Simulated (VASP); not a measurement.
# Er3Se (P4/mmm) in VASP: a series of runs, part 3 of 3

VASP 6.6.1.

## (5) Single point, PBE

Input file INCAR:

```
PREC = Accurate
ENCUT = 500
EDIFF = 1E-6
ISMEAR = 0
SIGMA = 0.1
LREAL = False
LASPH = True
NELM = 200
ALGO = Normal
ISIF = 2
LWAVE = False
LCHARG = False
GGA = PE
NBANDS = 24
GGA_COMPAT = False
LMAXMIX = 6
```

Input file KPOINTS:

```
regular mesh
0
Gamma
  14 14 6
```

Input file POSCAR:

```
Er3Se
1.0
    3.5549159240      0.0000000000      0.0000000000
    0.0000000000      3.5549159240      0.0000000000
    0.0000000000      0.0000000000      8.3834343818
Er Se
3 1
Direct
    0.5000000000      0.5000000000      0.7891404784
    0.0000000000      0.0000000000      0.5000000000
    0.5000000000      0.5000000000      0.2108595216
    0.0000000000      0.0000000000      0.0000000000
```

Potentials or basis: VASP PAW PBE potentials, release 64 (Er_3, Se), 4f in core.

Launch:

```console
cat potpaw_PBE.64/Er_3/POTCAR potpaw_PBE.64/Se/POTCAR > POTCAR
mpirun -np 1 vasp_std > vasp.out
```

OUTCAR:

```text
PREC = Accurate
   ENCUT = 500
   EDIFF = 1E-6
   ISMEAR = 0
   LREAL = False
   LASPH = True
   NELM = 200
   ISIF = 2
   GGA = PE

 ion  position               nearest neighbor table
   1  0.500  0.500  0.789-   4 3.07   4 3.07   4 3.07   4 3.07   2 3.49   2 3.49   2 3.49   2 3.49
                             3 3.54
   2  0.000  0.000  0.500-   1 3.49   3 3.49   1 3.49   3 3.49   1 3.49   3 3.49   1 3.49   3 3.49

   3  0.500  0.500  0.211-   4 3.07   4 3.07   4 3.07   4 3.07   2 3.49   2 3.49   2 3.49   2 3.49
                             1 3.54
   4  0.000  0.000  0.000-   1 3.07   3 3.07   1 3.07   3 3.07   1 3.07   3 3.07   1 3.07   3 3.07

  LATTYP: Found a simple tetragonal cell.
 ALAT       =     3.5549159240
 C/A-ratio  =     2.3582651632

  Lattice vectors:

 A1 = (   3.5549159240,   0.0000000000,   0.0000000000)
 A2 = (   0.0000000000,   3.5549159240,   0.0000000000)
 A3 = (   0.0000000000,   0.0000000000,   8.3834343818)

Analysis of symmetry for initial positions (statically):
=====================================================================
 Subroutine PRICEL returns:
 Original cell was already a primitive cell.

[... 175 lines left out ...]

 val. band max:        4.1687945189   @ k =   0.1429   0.1429   0.1667
 cond. band min:       4.1801488580   @ k =   0.2143   0.2143   0.5000
 fundamental gap:      0.0113543391
 Fermi energy:         4.1740537047

 k-point     1 :       0.0000    0.0000    0.0000
  band No.  band energies     occupation
      1     -21.0887      2.00000
      2     -20.9578      2.00000
      3     -20.8067      2.00000
      4     -20.8067      2.00000
      5     -20.7796      2.00000
      6     -20.7796      2.00000
[... 637 lines left out ...]
     23       7.5089      0.00000
     24       7.6230      0.00000

 [... further k-points ...]

------------------------ aborting loop because EDIFF is reached ----------------------------------------

  FORCE on cell =-STRESS in cart. coord.  units (eV):
  Direction    XX          YY          ZZ          XY          YZ          ZX
  --------------------------------------------------------------------------------------
  -------------------------------------------------------------------------------------
  Total        0.4113836      0.4113836      0.3932489      0.0000000      0.0000000      0.0000000
  in kB        6.2212401      6.2212401      5.9469932      0.0000000      0.0000000      0.0000000
  external PRESSURE =       6.1298245 kB  Pullay stress =       0.0000000 kB

 VOLUME and BASIS-vectors are now :
 -----------------------------------------------------------------------------
  energy-cutoff  :      500.00
  volume of cell :      105.95
      direct lattice vectors                 reciprocal lattice vectors
     3.554915924  0.000000000  0.000000000     0.281300605  0.000000000  0.000000000
     0.000000000  3.554915924  0.000000000     0.000000000  0.281300605  0.000000000
     0.000000000  0.000000000  8.383434382     0.000000000  0.000000000  0.119282856

 POSITION                                       TOTAL-FORCE (eV/Angst)
 -----------------------------------------------------------------------------------
      1.77746      1.77746      6.61571        -0.000000     -0.000000     -0.011429
      0.00000      0.00000      4.19172         0.000000      0.000000      0.000000
      1.77746      1.77746      1.76773         0.000000     -0.000000      0.011429
      0.00000      0.00000      0.00000         0.000000      0.000000      0.000000
 -----------------------------------------------------------------------------------
    total drift:                                0.000000      0.000000     -0.000000

  FREE ENERGIE OF THE ION-ELECTRON SYSTEM (eV)
  ---------------------------------------------------
  free  energy   TOTEN  =       -19.6836175821 eV

  energy  without entropy=      -19.6630798521  energy(sigma->0) =      -19.67334872
```

OSZICAR:

```text
N       E                     dE             d eps       ncg     rms          rms(c)
DAV:   1     0.156487699469E+03    0.15649E+03   -0.13904E+04 11712   0.131E+03
DAV:   2    -0.464032336503E+01   -0.16113E+03   -0.15253E+03 11712   0.646E+02
DAV:   3    -0.192056246579E+02   -0.14565E+02   -0.13588E+02 12576   0.119E+02
DAV:   4    -0.199316437826E+02   -0.72602E+00   -0.70293E+00 11768   0.267E+01
DAV:   5    -0.199720553497E+02   -0.40412E-01   -0.39560E-01 11944   0.881E+00    0.327E+01
DAV:   6    -0.196797247774E+02    0.29233E+00   -0.11681E+00 13336   0.144E+01    0.174E+01
DAV:   7    -0.197153880536E+02   -0.35663E-01   -0.42951E-01 12552   0.573E+00    0.558E+00
DAV:   8    -0.196842967023E+02    0.31091E-01   -0.11413E-01 12896   0.358E+00    0.400E-01
DAV:   9    -0.196836779730E+02    0.61873E-03   -0.14841E-02 11912   0.128E+00    0.168E-01
DAV:  10    -0.196836393976E+02    0.38575E-04   -0.13576E-03 12672   0.523E-01    0.894E-02
DAV:  11    -0.196836162683E+02    0.23129E-04   -0.21636E-04 11624   0.122E-01    0.458E-02
DAV:  12    -0.196836179870E+02   -0.17188E-05   -0.24835E-05 11872   0.719E-02    0.129E-02
DAV:  13    -0.196836175821E+02    0.40494E-06   -0.14010E-06  6936   0.221E-02
   1 F= -.19683618E+02 E0= -.19673349E+02  d E =-.205377E-01
```

stdout:

```text
POSCAR found type information on POSCAR ErSe
 POSCAR found :  2 types and       4 ions
 scaLAPACK will be used
 LDA part: xc-table for (Slater+PW92), standard interpolation
 POSCAR, INCAR and KPOINTS ok, starting setup
 FFT: planning ... GRIDC
 FFT: planning ... GRID_SOFT
 FFT: planning ... GRID
 WAVECAR not read
 entering main loop
```

It took 7 min on 1 thread of AMD EPYC 7R43 (Zen 3), shared host; peak memory 0.4 GiB.

Results:

- Free energy: -19.6836 eV
- Pressure: 0.6 GPa
- Largest force: 0.011 eV/Å
- Band gap on the k mesh: zero (an odd number of electrons rules out a gap without spin polarisation)

Forces in eV/Å, atoms in the order of the input:
```
Er   0.000  0.000 -0.011
Er   0.000  0.000  0.000
Er   0.000  0.000  0.011
Se   0.000  0.000  0.000
```

Levels at points of the mesh, in eV from the Fermi level:
```
           k point  band 15  band 16  band 17  band 18  band 19  band 20
(0.00, 0.00, 0.00)    -1.64    -1.10    -0.02     0.50     1.05     1.36
(0.50, 0.00, 0.00)    -2.03    -0.45     0.23     0.54     1.17     1.43
(0.50, 0.50, 0.00)    -0.92    -0.47    -0.47     0.91     1.03     1.03
(0.00, 0.00, 0.50)    -2.17    -0.74    -0.68     0.14     0.70     1.52
(0.50, 0.00, 0.50)    -1.70    -0.87     0.09     0.55     0.87     1.55
(0.50, 0.50, 0.50)    -0.35    -0.32    -0.32     0.15     0.69     0.69
```

Caveat: spin-orbit coupling is left out, which moves the levels of the heavy elements; the 4f electrons are frozen in the core, so they carry no moment and show no levels; the run has no spin polarisation, though such a crystal can be magnetic. With open d or f shells a metallic result of PBE can be an artefact of self-interaction; +U or a hybrid may open a gap.

## (6) Relaxation of cell and atoms, PBE

Input file INCAR:

```
PREC     = Accurate       # precision mode
ENCUT    = 500            # plane-wave cutoff, eV
EDIFF    = 1E-7           # SCF threshold, eV
ISMEAR   = 0              # smearing method
SIGMA    = 0.1            # smearing width, eV
LREAL    = False          # projectors in reciprocal space
LASPH    = True           # aspherical terms in the spheres
NELM     = 200            # most SCF steps
ALGO     = Normal         # electronic algorithm
ISIF     = 3              # what is computed and relaxed
LWAVE    = False          # write WAVECAR
LCHARG   = False          # write CHGCAR
GGA      = PE             # functional
IBRION   = 2              # ionic algorithm
NSW      = 100            # ionic steps
EDIFFG   = -0.01          # ionic threshold
GGA_COMPAT= False        
NELMIN   = 4            
LMAXMIX  = 6              # l up to which the mixer works
```

KPOINTS is that of step 5.

Input file POSCAR:

```
Er3Se
1.0
    3.5643650912      0.0000000000      0.0000000000
    0.0000000000      3.5643650912      0.0000000000
    0.0000000000      0.0000000000      8.3263305170
Er Se
3 1
Direct
    0.5000000000      0.5000000000      0.7889656635
    0.0000000000      0.0000000000      0.5000000000
    0.5000000000      0.5000000000      0.2110343365
    0.0000000000      0.0000000000      0.0000000000
```

Potentials or basis: VASP PAW PBE potentials, release 64 (Er_3, Se), 4f in core.

Launch:

```console
cat potpaw_PBE.64/Er_3/POTCAR potpaw_PBE.64/Se/POTCAR > POTCAR
mpirun -np 1 vasp_std > vasp.out
```

It took 26 min on 1 thread of AMD EPYC 7R43 (Zen 3), shared host; peak memory 0.39 GiB.

The run converged. Its results:

- Free energy: -19.6859 eV
- Relaxed volume: 26.79 Å³/atom
- Relaxed cell: a = 3.565 Å, b = 3.565 Å, c = 8.434 Å, α = 90.00°, β = 90.00°, γ = 90.00°
- Space group after relaxing (to 0.1 Å): P4/mmm (No. 123)
- Energy gained by relaxing: 0.8 meV/atom
- Ionic steps: 7
- Pressure after relaxing: 0.0 GPa
- Band gap on the k mesh: zero (an odd number of electrons rules out a gap without spin polarisation)

Step by step:
```csv
step,energy change (eV),largest force (eV/Å),pressure (GPa),volume (Å³)
1,0.0000,0.0256,0.62,105.78
2,-0.0025,0.0001,-0.17,107.35
3,-0.0026,0.0043,-0.04,107.07
4,-0.0030,0.0044,-0.02,107.08
5,-0.0033,0.0236,0.01,107.12
6,-0.0033,0.0153,0.00,107.14
7,-0.0034,0.0013,0.00,107.18
```

Final structure:
```
Er Se
1.0
     3.56484    0.00000    0.00000
     0.00000    3.56484    0.00000
     0.00000    0.00000    8.43391
Er Se
3 1
Direct
  0.50000 0.50000 0.78923
  0.00000 0.00000 0.50000
  0.50000 0.50000 0.21077
  0.00000 0.00000 0.00000
```

Levels at points of the mesh, in eV from the Fermi level:
```tsv
k point	band 13	band 14	band 15	band 16	band 17	band 18	band 19	band 20
(0.00, 0.00, 0.00)	-2.55	-2.55	-1.63	-1.07	-0.02	0.44	1.05	1.31
(0.50, 0.00, 0.00)	-2.27	-2.24	-2.02	-0.48	0.23	0.51	1.17	1.40
(0.50, 0.50, 0.00)	-4.43	-1.82	-0.91	-0.46	-0.46	0.89	1.01	1.01
(0.00, 0.00, 0.50)	-2.55	-2.55	-2.20	-0.72	-0.66	0.13	0.67	1.49
(0.50, 0.00, 0.50)	-2.25	-2.12	-1.70	-0.87	0.07	0.54	0.86	1.54
(0.50, 0.50, 0.50)	-4.57	-1.29	-0.35	-0.32	-0.32	0.14	0.67	0.67
```

Caveat: spin-orbit coupling is left out, which moves the levels of the heavy elements; the 4f electrons are frozen in the core, so they carry no moment and show no levels; the run has no spin polarisation, though such a crystal can be magnetic.

## (7) Overview

```csv
task,cell,k mesh,gap on the mesh (eV),pressure (GPa),relaxed volume (Å³/atom),largest force (eV/Å)
single point,"a = 3.564, b = 3.564, c = 8.326 Å, 4 atoms, atomic positions A",6 × 6 × 2,none,0.8,-,0.01
single point,"a = 3.654, b = 3.654, c = 9.543 Å, 4 atoms, atomic positions B",6 × 6 × 2,none,-6.1,-,1.14
relaxation of cell and atoms,"relaxed from a = 3.654, b = 3.654, c = 9.543 Å, 4 atoms, atomic positions B",6 × 6 × 2,none,0.0,26.78,0.03
single point,"a = 3.555, b = 3.555, c = 8.383 Å, 4 atoms, atomic positions C",14 × 14 × 6,none,0.6,-,0.01
relaxation of cell and atoms,"relaxed from a = 3.564, b = 3.564, c = 8.326 Å, 4 atoms, atomic positions A",14 × 14 × 6,none,0.0,26.79,-
```

Alike in all rows: level PBE; potentials or basis VASP PAW PBE potentials, release 64 (Er_3, Se), 4f in core; no spin polarisation; cutoff (eV) 500; smearing gaussian 0.1 eV.

Caveats: some runs use coarse meshes; spin-orbit coupling is left out, which moves the levels of the heavy elements; the 4f electrons are frozen in the core, so they carry no moment and show no levels; the run has no spin polarisation, though such a crystal can be magnetic; the stress differs along the axes, from -10 to -4 GPa (at least some runs); forces of over 1 eV/Å act on the atoms, so gaps and moduli don't describe the material at rest (at least some runs); the volume moved by over 15 % at a fixed basis, so the end points are rough (at least some runs).

Total energies depend on the potentials used, so only differences within one code and one set of settings carry meaning.

The gap in the log of VASP goes by the Fermi energy; the results here count the filled bands.